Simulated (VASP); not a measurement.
Write the native input for VASP 6.6.1 that does the following.

```
Task                   : single point
Functional             : LDA
Potentials or basis    : VASP PAW LDA potentials, release 64 (In_d, Sb)
Cutoff                 : 520 eV
k mesh                 : 6 × 6 × 11
Occupations            : fermi-dirac, width 0.08 eV
Spin                   : no spin polarisation
Dipole correction      : no
Further INCAR settings : ALGO = Normal; EDIFF = 1e-06; NBANDS = 26
```

The structure of InSb lies in POSCAR:

```
InSb
1.0
    5.4274949263      0.0000000000      0.0000000000
    0.0000000000      5.7871665146      0.0000000000
    0.0000000000      0.0000000000      3.1033072539
In Sb
2 2
Direct
    0.0000000000      0.0000000000      0.0000000000
    0.5000000000      0.5000000000      0.0000000000
    0.5000000000      0.0000000000      0.8350000000
    0.0000000000      0.5000000000      0.1650000000
```

One way to write it, as run:

INCAR

```
PREC = Accurate ; ENCUT = 520
EDIFF = 1E-6 ; ISMEAR = -1
SIGMA = 0.08 ; LREAL = F
LASPH = T ; NELM = 100
ALGO = Normal ; ISIF = 2
LWAVE = F ; LCHARG = T
GGA = CA ; LELF = T
LVHAR = T ; NBANDS = 26
```

KPOINTS

```
Automatic mesh
0
Gamma
  6 6 11
```

Potentials or basis: VASP PAW LDA potentials, release 64 (In_d, Sb).

Launch:

```bash
$ cat potpaw_LDA.64/In_d/POTCAR potpaw_LDA.64/Sb/POTCAR > POTCAR
$ mpirun -np 1 vasp_std > vasp.out
```

It gave:

```json
{
 "Pressure": "7.8 GPa",
 "Largest force": "0.513 eV/Å",
 "Band gap on the k mesh": "zero (bands 18 and 19 overlap by 3.11 eV)"
}
```

Caveat: the cell stands under pressure; spin-orbit coupling is left out, which moves the levels of the heavy elements.

Run time: 67 s on 1 thread of Intel(R) Xeon(R) 6975P-C (Granite Rapids), on a shared host, peak memory 0.32 GiB.
